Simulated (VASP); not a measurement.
Sb:

```
CELL_PARAMETERS angstrom
5.55226 3.20560 1.92423
-5.55226 3.20560 1.92423
0.00000 -6.41120 1.92423
ATOMIC_POSITIONS crystal
Sb 0.43921 0.26570 0.98843
Sb 0.98843 0.43921 0.26570
Sb 0.26570 0.98843 0.43921
Sb 0.56079 0.73430 0.01157
Sb 0.01157 0.56079 0.73430
Sb 0.73430 0.01157 0.56079
```

* Program: VASP 6.6.1
* Task: relaxation of shape and atoms at fixed volume
* Functional: PBE
* Potentials or basis: VASP PAW PBE potentials, release 64 (Sb)
* Cutoff: 600 eV
* k mesh: 6 × 6 × 6
* Occupations: gaussian, width 0.02 eV
* Spin: no spin polarisation

At the start: pressure 1.5 GPa; volume 34.25 Å³/atom.

How do energy, volume and symmetry change on relaxing?

Over 6 steps the energy falls by 4.0 meV/atom; space group R-3 (No. 148, to 0.1 Å) before and after.

Step by step:
```tsv
step	energy change (eV)	largest force (eV/Å)	pressure (GPa)	volume (Å³)
1	0.0000	0.2828	1.47	205.49
2	-0.0174	0.1379	0.96	205.49
3	-0.0231	0.0312	0.42	205.49
4	-0.0232	0.0267	0.46	205.49
5	-0.0238	0.0094	0.44	205.49
6	-0.0240	0.0085	0.42	205.49
```

Final structure:
```
CELL_PARAMETERS angstrom
5.53489 3.19557 1.93633
-5.53489 3.19557 1.93633
0.00000 -6.39114 1.93633
ATOMIC_POSITIONS crystal
Sb 0.43605 0.26355 0.98993
Sb 0.98993 0.43605 0.26355
Sb 0.26355 0.98993 0.43605
Sb 0.56395 0.73645 0.01007
Sb 0.01007 0.56395 0.73645
Sb 0.73645 0.01007 0.56395
```
